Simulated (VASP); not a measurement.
A run of VASP 6.6.1 is set up as follows.

Contents of INCAR:

```
SYSTEM = TaS2
ALGO     = Normal         ! electronic algorithm
EDIFF    = 1E-8           ! SCF threshold, eV
ENCUT    = 400            ! plane-wave cutoff, eV
GGA_COMPAT= .False.      
ISIF     = 2              ! what is computed and relaxed
ISMEAR   = -1             ! smearing method
LASPH    = .True.         ! aspherical terms in the spheres
LCHARG   = .False.        ! write CHGCAR
LEFG     = .True.       
LREAL    = .False.        ! projectors in reciprocal space
LWAVE    = .False.        ! write WAVECAR
NBANDS   = 18             ! bands
NELM     = 120            ! most SCF steps
PREC     = Accurate       ! precision mode
SIGMA    = 0.03           ! smearing width, eV
```

Contents of KPOINTS:

```
k-points
0
Gamma
  9 9 5
  0 0 0
```

Contents of POSCAR:

```
TaS2
1.0
    3.3500021206      0.0000000000      0.0000000000
   -1.6750010603      2.9011869392      0.0000000000
    0.0000000000      0.0000000000      5.6842000000
Ta S
1 2
Direct
    0.0000000000      0.0000000000      0.0000000000
    0.3333333333      0.6666666667      0.2500000000
    0.6666666667      0.3333333333      0.7500000000
```

Potentials or basis: VASP PAW LDA potentials, release 64 (Ta_pv, S).

The run is started by

```sh
$ cat potpaw_LDA.64/Ta_pv/POTCAR potpaw_LDA.64/S/POTCAR > POTCAR
$ mpirun -np 1 vasp_std > vasp.out
```

**Question.** Estimate the pressure.

**Answer.** 6.4 GPa.

**Question.** What does it give for the largest force?

**Answer.** 1.561 eV/Å.

Forces on the atoms (eV/Å):
```
Ta   0.000  0.000  0.000
S    0.000  0.000  1.561
S    0.000  0.000 -1.561
```

Caveat: the cell differs from its parent crystal (zz strain of -3 %); without QUAD_EFG the Cq values of the log hold for a quadrupole moment of 1 mb, not for the nuclei; forces of over 1 eV/Å act on the atoms, so gaps and moduli don't describe the material at rest.
